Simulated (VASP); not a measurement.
BaO: single point with LDA

The system is BaO.

```xyz
2
Lattice="0.0000 2.7719 2.7719 2.7719 0.0000 2.7719 2.7719 2.7719 0.0000" Properties=species:S:1:pos:R:3 pbc="T T T"
Ba    0.0000    0.0000    0.0000
O     2.7719    2.7719    2.7719
```

```
Program                : VASP 6.6.1
Task                   : single point
Functional             : LDA
Potentials or basis    : VASP PAW LDA potentials, release 64 (Ba_sv, O)
Cutoff                 : 600 eV
k mesh                 : 8 × 8 × 8
Occupations            : gaussian, width 0.01 eV
Spin                   : no spin polarisation
Dipole correction      : no
Further INCAR settings : ALGO = Normal; EDIFF = 1e-06; NBANDS = 15
```

```json
{
  "Pressure": "-2.8 GPa",
  "Band gap on the k mesh": "1.84 eV, direct"
}
```

Levels at points of the mesh, in eV from the valence-band top:
```tsv
k point	band 6	band 7	band 8	band 9	band 10	band 11
(0.00, 0.00, 0.00)	-0.36	-0.36	-0.36	3.32	4.61	4.61
(0.50, 0.00, 0.00)	-2.07	-1.50	-1.50	4.83	7.12	7.12
(0.50, 0.50, 0.00)	-0.16	-0.16	0.00	1.84	5.93	8.91
```

Wall time 7.3 s on 1 thread of Intel(R) Xeon(R) 6975P-C (Granite Rapids), with other jobs on the host, peak memory 0.16 GiB.

Caveat: spin-orbit coupling is left out, which moves the levels of the heavy elements. As with any semilocal functional, this LDA gap is likely too small.
